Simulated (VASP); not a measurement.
Write the native input for VASP 6.6.1 that does the following.

- Task: single point
- Functional: PBE
- Potentials or basis: VASP PAW PBE potentials, release 64 (Mg, Se)
- Cutoff: 600 eV
- k mesh: 5 × 5 × 5
- Occupations: gaussian, width 0.01 eV
- Spin: no spin polarisation
- Dipole correction: no
- Further INCAR settings: ALGO = Normal; EDIFF = 1e-06; NBANDS = 11

The structure of MgSe lies in POSCAR:

```
MgSe
1.0
    0.0000000000      2.7345548838      2.7345548838
    2.7345548838      0.0000000000      2.7345548838
    2.7345548838      2.7345548838      0.0000000000
Mg Se
1 1
Direct
    0.0000000000      0.0000000000      0.0000000000
    0.5000000000      0.5000000000      0.5000000000
```

The input as run:

INCAR

```
SYSTEM = MgSe
PREC = Accurate ; ENCUT = 600
EDIFF = 1E-6 ; ISMEAR = 0
SIGMA = 0.01 ; LREAL = .False.
LASPH = .True. ; NELM = 120
ALGO = Normal ; ISIF = 2
LWAVE = .False. ; LCHARG = .False.
GGA = PE ; NBANDS = 11
GGA_COMPAT = .False.
```

KPOINTS

```
regular mesh
0
Gamma
  5 5 5
  0 0 0
```

Potentials or basis: VASP PAW PBE potentials, release 64 (Mg, Se).

Run with:

```bash
$ cat potpaw_PBE.64/Mg/POTCAR potpaw_PBE.64/Se/POTCAR > POTCAR
$ mpirun -np 1 vasp_std > vasp.out
```

It gave:

The pressure is 1.3 GPa. The band gap on the k mesh is 2.18 eV, indirect (least direct gap 2.53 eV).

Run time: 9.6 s on 1 thread of AMD EPYC 7R13 Processor (Zen 3) (shared host), peak memory 0.14 GiB.
